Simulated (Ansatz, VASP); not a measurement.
# BeS in VASP and in Ansatz

```xyz
2
Lattice="0.0000 2.4289 2.4289 2.4289 0.0000 2.4289 2.4289 2.4289 0.0000" Properties=species:S:1:pos:R:3 pbc="T T T"
Be    0.0000    0.0000    0.0000
S     1.2145    1.2145    1.2145
```

Alike in both runs: task single point; functional r2SCAN; dispersion rVV10; k mesh 8 × 8 × 8; occupations gaussian, width 0.02 eV; no spin polarisation.

|  | VASP | Ansatz |
| --- | --- | --- |
| version | VASP 6.6.1 | Ansatz 0.2.0 |
| potentials or method | VASP PAW PBE potentials, release 64 (Be, S), cutoff 660 eV | scalar-relativistic, plane waves, PAW |
| valence electrons in the cell | 8 | 8 |

|  | VASP | Ansatz | Ansatz less VASP |
| --- | --- | --- | --- |
| gap on the k mesh at the Fermi level (eV) | 3.53 | 3.52 | -0.008 |
| least direct gap on the mesh (eV) | 6.23 | 6.21 | -0.018 |
| pressure (GPa) | 0.4 | 0.0 | -0.37 |

VASP's potentials were made for PBE, not for r2SCAN.
